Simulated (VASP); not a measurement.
Os:

```xyz
2
Lattice="2.6783 0.0000 0.0000 -1.3391 2.3195 0.0000 0.0000 0.0000 4.2315" Properties=species:S:1:pos:R:3 pbc="T T T"
Os    1.3391    0.7732    3.1736
Os    0.0000    1.5463    1.0579
```

Program: VASP 6.6.1. Alike in all runs: task single point; cell as given; k mesh 11 × 11 × 6; cutoff (eV) 520; smearing fermi-dirac 0.05 eV.

Problem. Order these runs on this cell by their pressure, lowest first.
A. level RPBE; potentials or basis VASP PAW PBE potentials, release 64 (Os); spin off
B. level LDA; potentials or basis VASP PAW LDA potentials, release 64 (Os); spin non-collinear, zero start, SOC
C. level r2SCAN+rVV10; potentials or basis VASP PAW PBE potentials, release 64 (Os); spin off
D. level revPBE+D3(BJ); potentials or basis VASP PAW PBE potentials, release 64 (Os); spin off

Solution. B (22.1 GPa), D (28.0 GPa), C (32.5 GPa), A (45.2 GPa).

Caveats: the PAW data sets were made with another functional, which shifts forces and pressure a little (some runs); pairwise dispersion overbinds metals, which lowers pressure and volume (some runs).
